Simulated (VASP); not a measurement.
Write the native input for VASP 6.6.1 that does the following.

* Task: single point
* Functional: PBE
* Potentials or basis: VASP PAW PBE potentials, release 64 (Rb_sv)
* Cutoff: 520 eV
* k mesh: 12 × 12 × 12
* Occupations: gaussian, width 0.15 eV
* Spin: no spin polarisation
* Dipole correction: no
* Further INCAR settings: ALGO = Normal; EDIFF = 1e-06; NBANDS = 10

The structure of Rb lies in POSCAR:

```
Rb
1.0
   -2.6937600000      2.6937600000      2.8060000000
    2.6937600000     -2.6937600000      2.8060000000
    2.6937600000      2.6937600000     -2.8060000000
Rb
1
Direct
    0.0000000000      0.0000000000      0.0000000000
```

This cell differs from its parent crystal: strain -0.040 along x and y, +0.000 along z.

These files were run (other wordings do the same):

INCAR

```
SYSTEM = Rb
ALGO = Normal ; EDIFF = 1E-6
ENCUT = 520 ; GGA = PE
ISIF = 2 ; ISMEAR = 0
LASPH = .TRUE. ; LCHARG = .TRUE.
LELF = .TRUE. ; LREAL = .FALSE.
LVHAR = .TRUE. ; LWAVE = .FALSE.
NBANDS = 10 ; NELM = 80
PREC = Accurate ; SIGMA = 0.15
```

KPOINTS

```
k-points
0
G
  12 12 12
  0 0 0
```

Potentials or basis: VASP PAW PBE potentials, release 64 (Rb_sv).

The run is started by

```bash
$ cat potpaw_PBE.64/Rb_sv/POTCAR > POTCAR
$ mpirun -np 1 vasp_std > vasp.out
```

Results of the run:

The pressure is 0.4 GPa. The band gap on the k mesh is zero (an odd number of electrons rules out a gap without spin polarisation).

Caveat: the cell differs from its parent crystal (strain -0.040 along x and y, +0.000 along z).

It took 110 s on 1 thread of Intel Xeon 8259CL (shared host), peak memory 0.28 GiB.
